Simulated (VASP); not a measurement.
# ZrPdSe4 (P6/mmm) in VASP: further runs

Runs on ZrPdSe4. Level: PBE. Tasks: relaxation of cell and atoms, single point.

Program: VASP 6.6.1. These are calculated values, not measurements. Logs are shortened: lines on timing, memory, paths and dates and some standing lists are left out, and cuts for length are marked.

### Step 1. The cell of the first run

It takes space group P6/mmm (No. 191, hexagonal). The conventional cell has a = 4.929 Å, b = 4.929 Å, c = 5.674 Å, α = 90.00°, β = 90.00°, γ = 120.00°. Within 3.7 Å of Zr (site symmetry 6/mmm) lie 2 Pd at 2.84 Å and 12 Se at 3.13 Å. Within 3.7 Å of Pd (site symmetry 6/mmm) lie 2 Zr at 2.84 Å and 12 Se at 3.23 Å. Within 3.5 Å of Se (site symmetry 3m) lie 5 Se at 2.63 to 3.05 Å and 3 Zr at 3.13 Å and 3 Pd at 3.23 Å.

The cell was built from a structure type or drawn by symmetry, and may not be a known phase.

### Step 2. Relaxation of cell and atoms, PBE

Contents of INCAR:

```
SYSTEM = ZrPdSe4
PREC     = Accurate       ! precision mode
ENCUT    = 600            ! plane-wave cutoff, eV
EDIFF    = 1E-6           ! SCF threshold, eV
ISMEAR   = 0              ! smearing method
SIGMA    = 0.1            ! smearing width, eV
LREAL    = .FALSE.        ! projectors in reciprocal space
LASPH    = .TRUE.         ! aspherical terms in the spheres
NELM     = 80             ! most SCF steps
ALGO     = Normal         ! electronic algorithm
ISIF     = 3              ! what is computed and relaxed
LWAVE    = .FALSE.        ! write WAVECAR
LCHARG   = .FALSE.        ! write CHGCAR
GGA      = PE             ! functional
IBRION   = 2              ! ionic algorithm
NSW      = 90             ! ionic steps
EDIFFG   = -0.04          ! ionic threshold
```

Contents of KPOINTS:

```
regular mesh
0
G
  6 6 4
  0 0 0
```

Contents of POSCAR:

```
ZrPdSe4
1.0
    4.9288498767      0.0000000000      0.0000000000
   -2.4644249383      4.2685092046      0.0000000000
    0.0000000000      0.0000000000      5.6743585117
Zr Pd Se
1 1 4
Direct
    0.0000000000      0.0000000000      0.0000000000
    0.0000000000      0.0000000000      0.5000000000
    0.3333333333      0.6666666667      0.7683952145
    0.3333333333      0.6666666667      0.2316047855
    0.6666666667      0.3333333333      0.7683952145
    0.6666666667      0.3333333333      0.2316047855
```

Potentials or basis: VASP PAW PBE potentials, release 64 (Zr_sv, Pd, Se).

The run is started by

```bash
$ cat potpaw_PBE.64/Zr_sv/POTCAR potpaw_PBE.64/Pd/POTCAR potpaw_PBE.64/Se/POTCAR > POTCAR
$ mpirun -np 1 vasp_std > vasp.out
```

OUTCAR:

```text
SYSTEM = ZrPdSe4
   PREC = Accurate
   ENCUT = 600
   EDIFF = 1E-6
   ISMEAR = 0
   LREAL = .FALSE.
   LASPH = .TRUE.
   NELM = 80
   ISIF = 3
   GGA = PE
   IBRION = 2
   NSW = 90
   EDIFFG = -0.04

 ion  position               nearest neighbor table
   1  0.000  0.000  0.000-   2 2.84   2 2.84   4 3.13   5 3.13   6 3.13   3 3.13   3 3.13   4 3.13
                             5 3.13   6 3.13   5 3.13   6 3.13   3 3.13   4 3.13
   2  0.000  0.000  0.500-   1 2.84   1 2.84
   3  0.333  0.667  0.768-   4 2.63   1 3.13   1 3.13   1 3.13
   4  0.333  0.667  0.232-   3 2.63   1 3.13   1 3.13   1 3.13
   5  0.667  0.333  0.768-   6 2.63   1 3.13   1 3.13   1 3.13
   6  0.667  0.333  0.232-   5 2.63   1 3.13   1 3.13   1 3.13

  LATTYP: Found a hexagonal cell.
 ALAT       =     4.9288498767
 C/A-ratio  =     1.1512540762

  Lattice vectors:

 A1 = (   4.9288498767,   0.0000000000,   0.0000000000)
 A2 = (  -2.4644249383,   4.2685092046,   0.0000000000)
 A3 = (   0.0000000000,   0.0000000000,   5.6743585117)

Analysis of symmetry for initial positions (statically):
=====================================================================
 Subroutine PRICEL returns:
 Original cell was already a primitive cell.

 Routine SETGRP: Setting up the symmetry group for a
 hexagonal supercell.

 Subroutine GETGRP returns: Found 24 space group operations
 (whereof 24 operations were pure point group operations)
 out of a pool of 24 trial point group operations.

The static configuration has the point symmetry D_6h.

Analysis of symmetry for dynamics (positions and initial velocities):
=====================================================================
 Subroutine PRICEL returns:
 Original cell was already a primitive cell.

 Routine SETGRP: Setting up the symmetry group for a
 hexagonal supercell.

 Subroutine GETGRP returns: Found 24 space group operations
 (whereof 24 operations were pure point group operations)
 out of a pool of 24 trial point group operations.

The dynamic configuration has the point symmetry D_6h.

 Subroutine INISYM returns: Found 24 space group operations
 (whereof 24 operations are pure point group operations),
 and found     1 'primitive' translations

----------------------------------------------------------------------------------------

                                     Primitive cell

  volume of cell :     119.3819
[... 81 lines left out ...]
   NGX,Y,Z   is equivalent  to a cutoff of  13.49, 13.49, 14.06 a.u.
   NGXF,Y,Z  is equivalent  to a cutoff of  26.98, 26.98, 28.13 a.u.
 SYSTEM =  ZrPdSe4
   PREC   = accura    normal or accurate (medium, high low for compatibility)
   ISTART =      0    job   : 0-new  1-cont  2-samecut
   ICHARG =      2    charge: 1-file 2-atom 10-const
   ISPIN  =      1    spin polarized calculation?
   LNONCOLLINEAR =      F non collinear calculations
   LSORBIT =      F    spin-orbit coupling
   LASPH  =      T    aspherical Exc in radial PAW
   ENCUT  =  600.0 eV  44.10 Ry    6.64 a.u.   9.84  9.84 11.33*2*pi/ulx,y,z
   NELM   =     80;   NELMIN=  2; NELMDL= -5     # of ELM steps
   EDIFF  = 0.1E-05   stopping-criterion for ELM
   LREAL  =      F    real-space projection
   EDIFFG = -.4E-01   stopping-criterion for IOM
   NSW    =     90    number of steps for IOM
   IBRION =      2    ionic relax: 0-MD 1-quasi-New 2-CG
   NFREE  =      1    steps in history (QN), initial steepest desc. (CG)
   ISIF   =      3    stress and relaxation
   ISYM   =      2    0-nonsym 1-usesym 2-fastsym
   POTIM  = 0.5000    time-step for ionic-motion
   TEBEG  =    0.0;   TEEND  =   0.0 temperature during run
   PSTRESS=    0.0 pullay stress
   NELECT =      46.0000    total number of electrons
   NUPDOWN=      -1.0000    fix difference up-down
   EMIN   =  10.00;   EMAX   =-10.00  energy-range for DOS
   EFERMI =   0.00;   METHOD = LEGACY
   ISMEAR =     0;   SIGMA  =   0.10  broadening in eV -4-tet -1-fermi 0-gaus
   EFERMI_NEDOS =   21; number of points for ismear=-14 and -15
   IALGO  =     38    algorithm
   IMIX   =      4    mixing-type and parameters
     AMIX     =   0.40;   BMIX     =  1.00
     AMIX_MAG =   1.60;   BMIX_MAG =  1.00
  volume/ion in A,a.u.               =      19.90       134.27
  Fermi-wavevector in a.u.,A,eV,Ry     =   1.191282  2.251197 19.308746  1.419153
  Thomas-Fermi vector in A             =   2.327347
   LORBIT       =      0    0 simple, 1 ext, 2 COOP (PROOUT), +10 PAW based schemes
   GGA     = PE    functional components
   LHFCALC =     F    Hartree Fock is set to
   AEXX    =    0.0000 exact exchange contribution
   IVDW    =     0    specifies the selected vdW correction
   LEPSILON=     F    determine dielectric tensor
   LRPA    =     F    only Hartree local field effects (RPA)
 conjugate gradient relaxation of ions
 non-spin polarized calculation
 Gauss-broadening in eV      SIGMA  =   0.10
  energy-cutoff  :      600.00
  volume of cell :      119.38
 maximum number of plane-waves:      4000
 NGX is ok and might be reduce to    40
   NGX = 19   NGY = 19   NGZ = 23

--------------------------------------- Ionic step        1  -------------------------------------------

 number of electron      46.0000002 magnetization

 Free energy of the ion-electron system (eV)
  ---------------------------------------------------
  ext. energy  EPLUGINS =         0.00000000
  ---------------------------------------------------
  free energy    TOTEN  =       -27.54436333 eV

  energy without entropy =      -27.52368672  energy(sigma->0) =      -27.53402503

------------------------ aborting loop because EDIFF is reached ----------------------------------------

  FORCE on cell =-STRESS in cart. coord.  units (eV):
  Direction    XX          YY          ZZ          XY          YZ          ZX
  --------------------------------------------------------------------------------------
  -------------------------------------------------------------------------------------
  Total        0.2889761      0.2889761      0.6372290      0.0000000      0.0000000      0.0000000
  in kB        3.8782326      3.8782326      8.5519964      0.0000000      0.0000000      0.0000000
  external PRESSURE =       5.4361539 kB  Pullay stress =       0.0000000 kB
[... 107 lines left out ...]
--------------------------------------- Ionic step        4  -------------------------------------------

 number of electron      46.0000000 magnetization

 Free energy of the ion-electron system (eV)
  ---------------------------------------------------
  ext. energy  EPLUGINS =         0.00000000
  ---------------------------------------------------
  free energy    TOTEN  =       -27.56267329 eV

  energy without entropy =      -27.53996207  energy(sigma->0) =      -27.55131768

 E-fermi :   6.9640     XC(G=0): -10.8769

 val. band max:        6.9393855783   @ k =   0.0000   0.0000   0.0000
 cond. band min:       6.9858011649   @ k =   0.3333  -0.0000   0.0000
 fundamental gap:      0.0464155866
 Fermi energy:         6.9640437869

 k-point     1 :       0.0000    0.0000    0.0000
  band No.  band energies     occupation
      1     -43.0294      2.00000
      2     -21.0100      2.00000
      3     -21.0100      2.00000
      4     -21.0054      2.00000
      5      -9.0533      2.00000
      6      -6.5858      2.00000
[... 652 lines left out ...]
  FREE ENERGIE OF THE ION-ELECTRON SYSTEM (eV)
  ---------------------------------------------------
  free  energy   TOTEN  =       -27.5626732929 eV

  energy  without entropy=      -27.5399620691  energy(sigma->0) =      -27.55131768

 reached required accuracy - stopping structural energy minimisation
```

CONTCAR:

```text
ZrPdSe4
   1.00000000000000
     4.9371029796933836    0.0000000000000937    0.0000000000000000
    -2.4685514897965271    4.2756566014519670   -0.0000000000000000
     0.0000000000000000   -0.0000000000000000    5.7269542816481627
  Zr              Pd              Se
     1     1     4
Direct
     0.0000000000000000    0.0000000000000000    0.0000000000000000
     0.0000000000000000    0.0000000000000000    0.5000000000000000
     0.3333333332999970    0.6666666667000030    0.7743889253084600
     0.3333333332999970    0.6666666667000030    0.2256110746915400
     0.6666666667000030    0.3333333332999970    0.7743889253084600
     0.6666666667000030    0.3333333332999970    0.2256110746915400

  0.00000000E+00  0.00000000E+00  0.00000000E+00
  0.00000000E+00  0.00000000E+00  0.00000000E+00
  0.00000000E+00  0.00000000E+00  0.00000000E+00
  0.00000000E+00  0.00000000E+00  0.00000000E+00
  0.00000000E+00  0.00000000E+00  0.00000000E+00
  0.00000000E+00  0.00000000E+00  0.00000000E+00
```

It took 1.9 min on 1 thread of AMD EPYC 9R45 (Zen 5), shared host; peak memory 0.29 GiB.

Results:

- Free energy: -27.5627 eV
- Relaxed volume: 20.15 Å³/atom
- Relaxed cell: a = 4.937 Å, b = 4.937 Å, c = 5.727 Å, α = 90.00°, β = 90.00°, γ = 120.00°
- Space group after relaxing (to 0.1 Å): P6/mmm (No. 191)
- Energy gained by relaxing: 3.1 meV/atom
- Ionic steps: 4
- Pressure after relaxing: 0.0 GPa
- Largest force after relaxing: 0.005 eV/Å
- Band gap on the k mesh: zero (bands 23 and 24 overlap by 1.32 eV)

Forces on the atoms (eV/Å):
```
Zr   0.000  0.000  0.000
Pd   0.000  0.000  0.000
Se   0.000  0.000 -0.005
Se   0.000  0.000  0.005
Se   0.000  0.000 -0.005
Se   0.000  0.000  0.005
```

Step by step:
```csv
step,energy change (eV),largest force (eV/Å),pressure (GPa),volume (Å³)
1,0.0000,0.2246,0.54,119.38
2,-0.0104,0.1682,-0.14,120.55
3,-0.0134,0.1211,-0.73,121.64
4,-0.0183,0.0050,0.02,120.89
```

Final structure:
```cif
data_structure
_symmetry_space_group_name_H-M 'P 1'
_symmetry_Int_Tables_number 1
_cell_length_a 4.9371
_cell_length_b 4.9371
_cell_length_c 5.7270
_cell_angle_alpha 90.000
_cell_angle_beta 90.000
_cell_angle_gamma 120.000
_cell_volume 120.89
loop_
_atom_site_label
_atom_site_type_symbol
_atom_site_fract_x
_atom_site_fract_y
_atom_site_fract_z
_atom_site_occupancy
Zr1 Zr 0.00000 0.00000 0.00000 1
Pd1 Pd 0.00000 0.00000 0.50000 1
Se1 Se 0.33333 0.66667 0.77439 1
Se2 Se 0.33333 0.66667 0.22561 1
Se3 Se 0.66667 0.33333 0.77439 1
Se4 Se 0.66667 0.33333 0.22561 1
```

Levels at points of the mesh, in eV from the Fermi level:
```
           k point  band 21  band 22  band 23  band 24  band 25  band 26
(0.00, 0.00, 0.00)    -1.61    -0.02    -0.02     0.65     1.47     1.81
(0.50, 0.00, 0.00)    -0.88    -0.09     0.17     1.30     1.53     1.58
(0.00, 0.00, 0.50)    -1.07    -1.07    -0.50    -0.50     0.29     0.52
(0.50, 0.00, 0.50)    -1.50    -0.83    -0.55    -0.21     0.10     1.28
```

### Step 3. Single point, PBE

This run uses another cell than the first one, of 20.14 Å³/atom.

Contents of INCAR:

```
SYSTEM = ZrPdSe4
ALGO = Normal ; EDIFF = 1E-6
ENCUT = 520 ; GGA = PE
ISIF = 2 ; ISMEAR = 0
LASPH = .True. ; LCHARG = .True.
LELF = .True. ; LREAL = .False.
LVHAR = .True. ; LWAVE = .False.
NBANDS = 32 ; NELM = 60
PREC = Accurate ; SIGMA = 0.1
```

Contents of KPOINTS:

```
k-points
0
Gamma
  12 12 8
  0 0 0
```

Contents of POSCAR:

```
ZrPdSe4
1.0
    4.9279337857      0.0000000000      0.0000000000
   -2.4639668929      4.2677158466      0.0000000000
    0.0000000000      0.0000000000      5.7454763836
Zr Pd Se
1 1 4
Direct
    0.0000000000      0.0000000000      0.0000000000
    0.0000000000      0.0000000000      0.5000000000
    0.3333333333      0.6666666667      0.7747970275
    0.3333333333      0.6666666667      0.2252029725
    0.6666666667      0.3333333333      0.7747970275
    0.6666666667      0.3333333333      0.2252029725
```

Potentials or basis: VASP PAW PBE potentials, release 64 (Zr_sv, Pd, Se).

The run is started by

```bash
$ cat potpaw_PBE.64/Zr_sv/POTCAR potpaw_PBE.64/Pd/POTCAR potpaw_PBE.64/Se/POTCAR > POTCAR
$ mpirun -np 1 vasp_std > vasp.out
```

Wall time 3.4 min (1 thread of AMD EPYC 9R45 (Zen 5), shared host); peak memory 0.47 GiB.

Results (log left out):

```yaml
Free_energy: -27.5971 eV
Pressure: 0.1 GPa
Largest_force: 0.007 eV/Å
Band_gap_on_the_k_mesh: zero (bands 23 and 24 overlap by 1.36 eV)
```

Forces on the atoms (eV/Å):
```
Zr   0.000  0.000  0.000
Pd   0.000  0.000  0.000
Se   0.000  0.000 -0.007
Se   0.000  0.000  0.007
Se   0.000  0.000 -0.007
Se   0.000  0.000  0.007
```

Levels at points of the mesh, in eV from the Fermi level:
| k point | band 20 | band 21 | band 22 | band 23 | band 24 | band 25 | band 26 | band 27 |
| --- | --- | --- | --- | --- | --- | --- | --- | --- |
| (0.00, 0.00, 0.00) | -1.63 | -1.63 | -0.06 | -0.06 | 0.65 | 1.35 | 1.77 | 1.77 |
| (0.50, 0.00, 0.00) | -1.37 | -0.91 | -0.12 | 0.12 | 1.28 | 1.50 | 1.52 | 1.99 |
| (0.00, 0.00, 0.50) | -1.91 | -1.10 | -1.10 | -0.52 | -0.52 | 0.28 | 0.48 | 2.08 |
| (0.50, 0.00, 0.50) | -1.73 | -1.54 | -0.85 | -0.57 | -0.24 | 0.09 | 1.25 | 1.50 |
